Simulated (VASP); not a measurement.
Crystal: MgZn4O.

```xyz
6
Lattice="4.8865 0.0000 0.0000 -2.4433 4.2319 0.0000 0.0000 0.0000 4.0073" Properties=species:S:1:pos:R:3 pbc="T T T"
Mg    0.0000    0.0000    0.0000
Zn    2.4433    1.4106    0.0000
Zn    0.0000    4.2230    2.0036
Zn   -1.2139    2.1204    2.0036
Zn    1.2139    2.1204    2.0036
O     0.0000    2.8212    0.0000
```

| Quantity | Value |
| --- | --- |
| Program | VASP 6.6.1 |
| Task | relaxation of cell and atoms |
| Functional | PBE |
| Potentials or basis | VASP PAW PBE potentials, release 64 (Mg, Zn, O) |
| Cutoff | 600 eV |
| k mesh | 4 × 4 × 4 |
| Occupations | gaussian, width 0.2 eV |
| Spin | no spin polarisation |

At the start: pressure 11.7 GPa; volume 13.81 Å³/atom.

Question: How do energy, volume and symmetry change on relaxing?

Answer: Over 8 steps the energy falls by 101.5 meV/atom and the volume is 15.83 Å³/atom (+14.6 %); space group P-6m2 (No. 187, to 0.05 Å).

The path:
| step | energy change (eV) | largest force (eV/Å) | pressure (GPa) | volume (Å³) |
| --- | --- | --- | --- | --- |
| 1 | 0.0000 | 0.3679 | 11.75 | 82.87 |
| 2 | -0.4622 | 0.0051 | -1.25 | 95.57 |
| 3 | -0.4624 | 0.0078 | -1.13 | 95.38 |
| 4 | -0.5386 | 0.0519 | -0.76 | 94.98 |
| 5 | -0.5977 | 0.1418 | 0.11 | 94.31 |
| 6 | -0.6031 | 0.1910 | 0.62 | 93.96 |
| 7 | -0.6032 | 0.1863 | 0.57 | 94.00 |
| 8 | -0.6088 | 0.0266 | -0.08 | 94.97 |

Final structure:
```
Mg Zn O
1.0
     5.36727    0.00000    0.00000
    -2.68363    4.64819    0.00000
     0.00000    0.00000    3.80674
Mg Zn O
1 4 1
Direct
  0.00000 0.00000 0.00000
  0.66667 0.33333 0.00000
  0.49488 0.98976 0.50000
  0.01024 0.50512 0.50000
  0.49488 0.50512 0.50000
  0.33333 0.66667 0.00000
```

Caveat: the k points lie up to 0.41 Å⁻¹ apart in the final cell; the relaxation stopped at a loose force limit of 0.08 eV/Å, so its end isn't a converged minimum.
